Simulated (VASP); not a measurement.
# Al2O3 (P-6m2) in VASP: notebook, part 2 of 2

VASP 6.6.1.

### 4 Single point, LDA

This run uses another cell than the first one, of 13.45 Å³/atom, 1.243 times its volume.

The input, INCAR:

```
SYSTEM = Al2O3
ALGO = Normal ; EDIFF = 1E-7
ENCUT = 520 ; ISIF = 2
ISMEAR = -1 ; LASPH = .True.
LCHARG = .False. ; LREAL = .False.
LWAVE = .False. ; NBANDS = 20
NELM = 100 ; PREC = Accurate
SIGMA = 0.05
```

The input, KPOINTS:

```
k-points
0
Gamma
  11 11 3
  0 0 0
```

The input, POSCAR:

```
Al2O3
1.0
    2.8843249483      0.0000000000      0.0000000000
   -1.4421624742      2.4978986780      0.0000000000
    0.0000000000      0.0000000000      9.3367544600
Al O
2 3
Direct
    0.0000000000      0.0000000000      0.8500076700
    0.0000000000      0.0000000000      0.1499923300
    0.3333333333      0.6666666667      0.7776830800
    0.6666666667      0.3333333333      0.0000000000
    0.3333333333      0.6666666667      0.2223169200
```

Potentials or basis: VASP PAW LDA potentials, release 64 (Al, O).

Run with:

```bash
$ cat potpaw_LDA.64/Al/POTCAR potpaw_LDA.64/O/POTCAR > POTCAR
$ mpirun -np 1 vasp_std > vasp.out
```

OUTCAR:

```text
SYSTEM = Al2O3
   EDIFF = 1E-7
   ENCUT = 520
   ISIF = 2
   ISMEAR = -1
   LASPH = .True.
   LREAL = .False.
   NELM = 100
   PREC = Accurate

 ion  position               nearest neighbor table
   1  0.000  0.000  0.850-   3 1.80   3 1.80   3 1.80   4 2.18   4 2.18   4 2.18   2 2.80
   2  0.000  0.000  0.150-   5 1.80   5 1.80   5 1.80   4 2.18   4 2.18   4 2.18   1 2.80
   3  0.333  0.667  0.778-   1 1.80   1 1.80   1 1.80
   4  0.667  0.333  0.000-   1 2.18   2 2.18   1 2.18   2 2.18   1 2.18   2 2.18
   5  0.333  0.667  0.222-   2 1.80   2 1.80   2 1.80

[... 756 lines left out ...]
  -------------------------------------------------------------------------------------
  Total       -2.9769071     -2.9769071     -2.0979110      0.0000000     -0.0000000      0.0000000
  in kB      -70.9023965    -70.9023965    -49.9669349      0.0000000     -0.0000000      0.0000000
  external PRESSURE =     -63.9239093 kB  Pullay stress =       0.0000000 kB

 VOLUME and BASIS-vectors are now :
 -----------------------------------------------------------------------------
  energy-cutoff  :      520.00
  volume of cell :       67.27
      direct lattice vectors                 reciprocal lattice vectors
     2.884324948  0.000000000  0.000000000     0.346701574  0.200168247  0.000000000
    -1.442162474  2.497898678  0.000000000     0.000000000  0.400336494  0.000000000
     0.000000000  0.000000000  9.336754460     0.000000000  0.000000000  0.107103598

 POSITION                                       TOTAL-FORCE (eV/Angst)
 -----------------------------------------------------------------------------------
      0.00000      0.00000      7.93631        -0.000000     -0.000000     -0.018701
      0.00000      0.00000      1.40044        -0.000000     -0.000000      0.018701
     -0.00000      1.66527      7.26104         0.000000     -0.000000      0.497855
      1.44216      0.83263      0.00000         0.000000     -0.000000      0.000000
     -0.00000      1.66527      2.07572        -0.000000      0.000000     -0.497855
 -----------------------------------------------------------------------------------
    total drift:                                0.000000     -0.000000      0.000000

  FREE ENERGIE OF THE ION-ELECTRON SYSTEM (eV)
  ---------------------------------------------------
  free  energy   TOTEN  =       -40.0932931797 eV

  energy  without entropy=      -40.0932931797  energy(sigma->0) =      -40.09329318
```

stdout:

```text
POSCAR found type information on POSCAR AlO
 POSCAR found :  2 types and       5 ions
 scaLAPACK will be used
 LDA part: xc-table for (Slater(with rela. corr.)+CA(PZ))
 , standard interpolation
 POSCAR, INCAR and KPOINTS ok, starting setup
 FFT: planning ... GRIDC
 FFT: planning ... GRID_SOFT
 FFT: planning ... GRID
 WAVECAR not read
 entering main loop
```

Wall time 20 s (1 thread of Intel Xeon Platinum 8559C (Emerald Rapids), shared host); peak memory 0.17 GiB.

Results:

```
Free energy            : -40.0933 eV
Pressure               : -6.4 GPa
Largest force          : 0.498 eV/Å
Band gap on the k mesh : 4.74 eV, indirect (least direct gap 4.99 eV)
```

Forces in eV/Å, atoms in the order of the input:
```
Al   0.000  0.000 -0.019
Al   0.000  0.000  0.019
O    0.000  0.000  0.498
O    0.000  0.000  0.000
O    0.000  0.000 -0.498
```

### 5 Relaxation of cell and atoms, LDA

This run uses another cell than the first one, of 13.45 Å³/atom, 1.243 times its volume.

The input, INCAR:

```
PREC = Accurate ; ENCUT = 600
EDIFF = 1E-6 ; ISMEAR = -1
SIGMA = 0.05 ; LREAL = False
LASPH = True ; NELM = 100
ALGO = Normal ; ISIF = 3
LWAVE = False ; LCHARG = False
GGA = CA ; IBRION = 2
NSW = 60 ; EDIFFG = -0.01
```

The input, KPOINTS:

```
regular mesh
0
Gamma
  11 11 3
```

POSCAR is that of step 4.

Run with:

```bash
$ cat potpaw_LDA.64/Al/POTCAR potpaw_LDA.64/O/POTCAR > POTCAR
$ mpirun -np 1 vasp_std > vasp.out
```

Wall time 6.3 min (1 thread of Intel Xeon Platinum 8559C (Emerald Rapids), shared host); peak memory 0.18 GiB.

It converged, with:

```
Free energy                            : -40.2118 eV
Relaxed volume                         : 10.21 Å³/atom
Relaxed cell                           : a = 2.843 Å, b = 2.843 Å, c = 7.292 Å, α = 90.00°, β = 90.00°, γ = 120.00°
Space group after relaxing (to 0.05 Å) : P-6m2 (No. 187)
Energy gained by relaxing              : 21.8 meV/atom
Ionic steps                            : 42
Pressure after relaxing                : -0.1 GPa
Largest force after relaxing           : 0.008 eV/Å
Band gap on the k mesh                 : 4.75 eV, indirect (least direct gap 4.91 eV)
```

Forces in eV/Å, atoms in the order of the input:
```
Al   0.000  0.000  0.008
Al   0.000  0.000 -0.008
O    0.000  0.000  0.005
O    0.000  0.000  0.000
O    0.000  0.000 -0.005
```

The path:
```
step  energy change (eV)  largest force (eV/Å)  pressure (GPa)  volume (Å³)
   1              0.0000                0.5015           -6.61        67.27
   3             -0.0602                0.3680           -0.42        64.80
   5             -0.0652                0.0219           -0.11        64.45
   7             -0.0653                0.0424            0.13        64.32
   9             -0.0654                0.0450            0.09        64.27
  11             -0.0655                0.0765           -0.07        64.02
  13             -0.0657                0.0510           -0.02        64.10
  15             -0.0662                0.0556           -0.10        63.95
  17             -0.0680                0.0741           -0.36        63.35
  19             -0.0707                0.3034           -1.31        60.91
  21             -0.0711                0.3063           -1.34        60.78
  23             -0.0728                0.3124           -1.45        60.18
  25             -0.0805                0.3212           -1.64        57.77
  27             -0.0463                0.3276            1.57        48.11
  29             -0.0825                0.4630            0.99        50.95
  31             -0.0807                0.4671            1.11        50.65
  33             -0.0820                0.4099            0.92        50.04
  35             -0.0916                0.3123            0.54        50.27
  37             -0.1076                0.1391           -1.02        51.26
  39             -0.1087                0.0298           -0.32        51.06
  41             -0.1088                0.0124           -0.04        51.02
  42             -0.1088                0.0081           -0.08        51.03
```

Final structure:
```xyz
5
Lattice="2.8427 0.0000 0.0000 -1.4213 2.4618 0.0000 0.0000 0.0000 7.2916" Properties=species:S:1:pos:R:3 pbc="T T T"
Al    0.0000    0.0000    5.9177
Al    0.0000    0.0000    1.3739
O     0.0000    1.6412    5.2507
O     1.4213    0.8206    0.0000
O     0.0000    1.6412    2.0409
```

Levels at points of the mesh, in eV from the valence-band top:
| k point | band 9 | band 10 | band 11 | band 12 | band 13 | band 14 | band 15 | band 16 |
| --- | --- | --- | --- | --- | --- | --- | --- | --- |
| (0.00, 0.00, 0.00) | -1.45 | -0.83 | -0.83 | -0.17 | 4.75 | 7.54 | 8.56 | 11.39 |

Caveat: the volume moved by over 15 % at a fixed basis, so the end points are rough. A k mesh can miss the band edges.

### 6 Single point, BLYP+D4

This run uses another cell than the first one, of 10.07 Å³/atom, 0.931 times its volume.

The input, INCAR:

```
SYSTEM = Al2O3
AGGAC = 1.0
AGGAX = 1.0
ALDAC = 0.0
ALDAX = 1.0
ALGO = Normal
EDIFF = 1E-7
ENCUT = 520
GGA = B5
ISIF = 2
ISMEAR = -1
IVDW = 13
LASPH = .True.
LCHARG = .False.
LREAL = .False.
LWAVE = .False.
NBANDS = 20
NELM = 80
PREC = Accurate
SIGMA = 0.05
VDW_A1 = 0.44488865
VDW_A2 = 4.0933009
VDW_S6 = 1.0
VDW_S8 = 2.34076671
```

The input, KPOINTS:

```
k-points
0
Gamma
  11 11 3
  0 0 0
```

The input, POSCAR:

```
Al2O3
1.0
    2.8675798450      0.0000000000      0.0000000000
   -1.4337899225      2.4833969931      0.0000000000
    0.0000000000      0.0000000000      7.0715531722
Al O
2 3
Direct
    0.0000000000      0.0000000000      0.8028705978
    0.0000000000      0.0000000000      0.1971294022
    0.3333333333      0.6666666667      0.7083567923
    0.6666666667      0.3333333333      0.0000000000
    0.3333333333      0.6666666667      0.2916432077
```

Potentials or basis: VASP PAW PBE potentials, release 64 (Al, O).

Run with:

```bash
$ cat potpaw_PBE.64/Al/POTCAR potpaw_PBE.64/O/POTCAR > POTCAR
$ mpirun -np 1 vasp_std > vasp.out
```

OUTCAR:

```text
SYSTEM = Al2O3
   EDIFF = 1E-7
   ENCUT = 520
   GGA = B5
   ISIF = 2
   ISMEAR = -1
   IVDW = 13
   LASPH = .True.
   LREAL = .False.
   NELM = 80
   PREC = Accurate

 ion  position               nearest neighbor table
   1  0.000  0.000  0.803-   3 1.79   3 1.79   3 1.79   4 2.16   4 2.16   4 2.16   2 2.79
   2  0.000  0.000  0.197-   5 1.79   5 1.79   5 1.79   4 2.16   4 2.16   4 2.16   1 2.79
   3  0.333  0.667  0.708-   1 1.79   1 1.79   1 1.79
   4  0.667  0.333  0.000-   1 2.16   2 2.16   1 2.16   2 2.16   1 2.16   2 2.16
   5  0.333  0.667  0.292-   2 1.79   2 1.79   2 1.79

  LATTYP: Found a hexagonal cell.
 ALAT       =     2.8675798450
 C/A-ratio  =     2.4660353170

  Lattice vectors:

 A1 = (   2.8675798450,   0.0000000000,   0.0000000000)
 A2 = (  -1.4337899225,   2.4833969931,   0.0000000000)
 A3 = (   0.0000000000,   0.0000000000,   7.0715531722)

Analysis of symmetry for initial positions (statically):
=====================================================================
 Subroutine PRICEL returns:
 Original cell was already a primitive cell.

 Routine SETGRP: Setting up the symmetry group for a
 hexagonal supercell.

 Subroutine GETGRP returns: Found 12 space group operations
 (whereof 12 operations were pure point group operations)
 out of a pool of 24 trial point group operations.

The static configuration has the point symmetry D_3h.

Analysis of symmetry for dynamics (positions and initial velocities):
=====================================================================
 Subroutine PRICEL returns:
 Original cell was already a primitive cell.

 Routine SETGRP: Setting up the symmetry group for a
 hexagonal supercell.

 Subroutine GETGRP returns: Found 12 space group operations
 (whereof 12 operations were pure point group operations)
 out of a pool of 24 trial point group operations.

The dynamic configuration has the point symmetry D_3h.

[... 122 lines left out ...]
   IMIX   =      4    mixing-type and parameters
     AMIX     =   0.40;   BMIX     =  1.00
     AMIX_MAG =   1.60;   BMIX_MAG =  1.00
  volume/ion in A,a.u.               =      10.07        67.97
  Fermi-wavevector in a.u.,A,eV,Ry     =   1.278752  2.416491 22.248347  1.635207
  Thomas-Fermi vector in A             =   2.411277
   LORBIT       =      0    0 simple, 1 ext, 2 COOP (PROOUT), +10 PAW based schemes
   GGA     = B5    functional components
   LHFCALC =     F    Hartree Fock is set to
   AEXX    =    0.0000 exact exchange contribution
   IVDW    =    13    specifies the selected vdW correction
   LEPSILON=     F    determine dielectric tensor
   LRPA    =     F    only Hartree local field effects (RPA)
 non-spin polarized calculation
  energy-cutoff  :      520.00
  volume of cell :       50.36
 maximum number of plane-waves:      1376
 NGX is ok and might be reduce to    24
   NGX = 11   NGY = 11   NGZ = 27

 number of electron      23.9999999 magnetization

 Free energy of the ion-electron system (eV)
  ---------------------------------------------------
  ext. energy  EPLUGINS =         0.00000000
  ---------------------------------------------------
  free energy    TOTEN  =       -34.57211241 eV

  energy without entropy =      -34.57211241  energy(sigma->0) =      -34.57211241

 E-fermi :   5.7116     XC(G=0): -10.0946

 val. band max:        4.5904022090   @ k =   0.0909   0.0909   0.0000
 cond. band min:       9.2688223696   @ k =   0.0000   0.0000   0.0000
 fundamental gap:      4.6784201607
 Fermi energy:         5.7115576618

 k-point     1 :       0.0000    0.0000    0.0000
  band No.  band energies     occupation
      1     -14.4554      2.00000
      2     -13.3499      2.00000
      3     -12.2299      2.00000
      4      -0.5316      2.00000
      5       1.7133      2.00000
      6       2.7551      2.00000
[... 541 lines left out ...]
     19      18.2027      0.00000
     20      19.7402      0.00000

 [... further k-points ...]

------------------------ aborting loop because EDIFF is reached ----------------------------------------

  DFT-D4 for vdW energy calculation

  Edisp (eV):   -2.21858

  FORCE on cell =-STRESS in cart. coord.  units (eV):
  Direction    XX          YY          ZZ          XY          YZ          ZX
  --------------------------------------------------------------------------------------
  -------------------------------------------------------------------------------------
  Total       0.30773     0.30773     0.00590     0.00000     0.00000     0.00000
  in kB       9.79051     9.79051     0.18784     0.00000     0.00000     0.00000
  external pressure =        6.59 kB  Pullay stress =        0.00 kB

 VOLUME and BASIS-vectors are now :
 -----------------------------------------------------------------------------
  energy-cutoff  :      520.00
  volume of cell :       50.36
      direct lattice vectors                 reciprocal lattice vectors
     2.867579845  0.000000000  0.000000000     0.348726122  0.201337121  0.000000000
    -1.433789922  2.483396993  0.000000000     0.000000000  0.402674241  0.000000000
     0.000000000  0.000000000  7.071553172     0.000000000  0.000000000  0.141411650

 POSITION                                       TOTAL-FORCE (eV/Angst)
 -----------------------------------------------------------------------------------
      0.00000      0.00000      5.67754         0.000000     -0.000000      0.004356
      0.00000      0.00000      1.39401         0.000000     -0.000000     -0.004356
     -0.00000      1.65560      5.00918         0.000000      0.000000     -0.015780
      1.43379      0.82780      0.00000        -0.000000     -0.000000      0.000000
     -0.00000      1.65560      2.06237         0.000000      0.000000      0.015780
 -----------------------------------------------------------------------------------
    total drift:                                0.000000     -0.000000      0.000000

  FREE ENERGIE OF THE ION-ELECTRON SYSTEM (eV)
  ---------------------------------------------------
  free  energy   TOTEN  =       -36.7906902474 eV

  energy  without entropy=      -36.7906902473  energy(sigma->0) =      -36.79069025
```

It took 31 s on 1 thread of Intel Xeon Platinum 8488C (Sapphire Rapids), shared host; peak memory 0.17 GiB.

What came out:

| Quantity | Value |
| --- | --- |
| Free energy | -36.7907 eV |
| Pressure | 0.7 GPa |
| Largest force | 0.016 eV/Å |
| Band gap on the k mesh | 4.68 eV, indirect (least direct gap 4.78 eV) |
| Dispersion energy per atom | -0.444 eV |

Forces on the atoms (eV/Å):
```
Al   0.000  0.000  0.004
Al   0.000  0.000 -0.004
O    0.000  0.000 -0.016
O    0.000  0.000  0.000
O    0.000  0.000  0.016
```

Levels at points of the mesh, in eV from the valence-band top:
```
           k point  band 10  band 11  band 12  band 13  band 14  band 15
(0.00, 0.00, 0.00)    -0.87    -0.87    -0.10     4.68     7.69     8.51
```

Caveat: the PAW data sets were made with another functional, which shifts forces and pressure a little. A k mesh can miss the band edges.

### 7 Summary

```csv
task,level,potentials or basis,cell,cutoff (eV),gap on the mesh (eV),pressure (GPa),largest force (eV/Å)
single point,r2SCAN,"VASP PAW PBE potentials, release 64 (Al, O)","a = 2.856, b = 2.856, c = 7.662 Å, angles 90.0, 90.0, 120.0°, 5 atoms",520,5.63,0.1,0.04
single point,LDA,"VASP PAW LDA potentials, release 64 (Al, O)","a = 2.838, b = 2.838, c = 9.345 Å, angles 90.0, 90.0, 120.0°, 5 atoms",520,5.16,0.7,0.04
single point,LDA,"VASP PAW LDA potentials, release 64 (Al, O)","a = 2.884, b = 2.884, c = 9.337 Å, angles 90.0, 90.0, 120.0°, 5 atoms",520,4.74,-6.4,0.50
relaxation of cell and atoms,LDA,"VASP PAW LDA potentials, release 64 (Al, O)","relaxed from a = 2.884, b = 2.884, c = 9.337 Å, angles 90.0, 90.0, 120.0°, 5 atoms",600,4.75,-0.1,0.01
single point,BLYP+D4,"VASP PAW PBE potentials, release 64 (Al, O)","a = 2.868, b = 2.868, c = 7.072 Å, angles 90.0, 90.0, 120.0°, 5 atoms",520,4.68,0.7,0.02
```

Alike in all rows: no spin polarisation; k mesh 11 × 11 × 3; smearing fermi-dirac 0.05 eV.

Caveats: the PAW data sets were made with another functional, which shifts forces and pressure a little (some runs); the volume moved by over 15 % at a fixed basis, so the end points are rough (some runs).

Total energies depend on the potentials used, so only differences within one code and one set of settings carry meaning.
